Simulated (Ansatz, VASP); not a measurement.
## P in VASP and in Ansatz

```
P
1.0
     4.40109    0.00000    0.00000
     0.00000    4.40109    0.00000
     0.00000    0.00000    4.37800
P
1
Direct
  0.00000 0.00000 0.00000
```

Change from the starting cell: strain +0.030 along x and y, +0.000 along z, atoms carried along.

Alike in both runs: task single point; functional PBEsol; dispersion D3(BJ); k mesh 12 × 12 × 12; occupations gaussian, width 0.15 eV; no spin polarisation.

|  | VASP | Ansatz |
| --- | --- | --- |
| version | VASP 6.6.1 | Ansatz 0.2.0 |
| potentials or method | VASP PAW PBE potentials, release 64 (P), cutoff 520 eV | scalar-relativistic, plane waves, PAW |
| valence electrons in the cell | 5 | 5 |

```tsv
	VASP	Ansatz	Ansatz less VASP
gap on the k mesh at the Fermi level (eV)	none	none	-
pressure (GPa)	-3.5	-3.5	+0.01
traceless stress, the component that is largest in VASP (GPa)	-0.05	-0.06	0.000
```

VASP's potentials were made for PBE, not for PBEsol. A gap of «none» marks a metal or a gap that the smearing closes.
